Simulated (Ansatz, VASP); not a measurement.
## One calculation of Si, two programs

```
Si
1.0
     0.00000    2.69490    2.74144
     2.69490    0.00000    2.74144
     2.69490    2.69490    0.00000
Si
2
Direct
  0.00000 0.00000 0.00000
  0.25000 0.25000 0.25000
```

Change from the starting cell: epitaxial_xy strain -1.0%.

Alike in both runs: task single point; functional HSE06; k mesh 6 × 6 × 6; no spin polarisation.

```csv
,VASP,Ansatz
version,VASP 6.6.1,Ansatz 0.2.0
potentials or method,"VASP PAW PBE potentials, release 64 (Si)","plane waves, PAW"
plane-wave cutoff (eV),520,420
occupations,"gaussian, width 0.01 eV",fixed
valence electrons in the cell,8,8
```

Ansatz gave:

| Quantity | Value |
| --- | --- |
| gap on the k mesh at the Fermi level (eV) | 1.18 |
| pressure (GPa) | 1.1 |
| traceless stress, the component that is largest in VASP (GPa) | -1.25 |

Question: Which values does VASP return?

Answer: gap on the k mesh at the Fermi level (eV): 1.19; pressure (GPa): 0.8; traceless stress, the component that is largest in VASP (GPa): -1.26.

Ansatz's warnings: stress exchange threshold loose, stress scf threshold loose.
